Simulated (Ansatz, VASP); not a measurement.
## Two plane-wave programs on SrCl2

```
CELL_PARAMETERS angstrom
0.00000 3.49765 3.49765
3.49765 0.00000 3.49765
3.49765 3.49765 0.00000
ATOMIC_POSITIONS crystal
Sr 0.00000 0.00000 0.00000
Cl 0.25000 0.25000 0.25000
Cl 0.75000 0.75000 0.75000
```

Alike in both runs: task single point; functional PBE-based global hybrid; k mesh 4 × 4 × 4; no spin polarisation.

|  | VASP | Ansatz |
| --- | --- | --- |
| version | VASP 6.6.1 | Ansatz 0.2.0 |
| potentials or method | VASP PAW PBE potentials, release 64 (Sr_sv, Cl) | plane waves |
| plane-wave cutoff (eV) | 520 | 420 |
| occupations | gaussian, width 0.01 eV | fixed |
| valence electrons in the cell | 24 | 24 |

Ansatz gave:

- gap on the k mesh at the Fermi level (eV): 9.38
- pressure (GPa): -0.5

Problem. What did VASP give for the same quantities?

Solution. gap on the k mesh at the Fermi level (eV): 9.39; pressure (GPa): -0.5.

VASP's potentials were made for PBE, not for PBE-based global hybrid. Ansatz's warnings: stress exchange threshold loose, stress scf threshold loose.
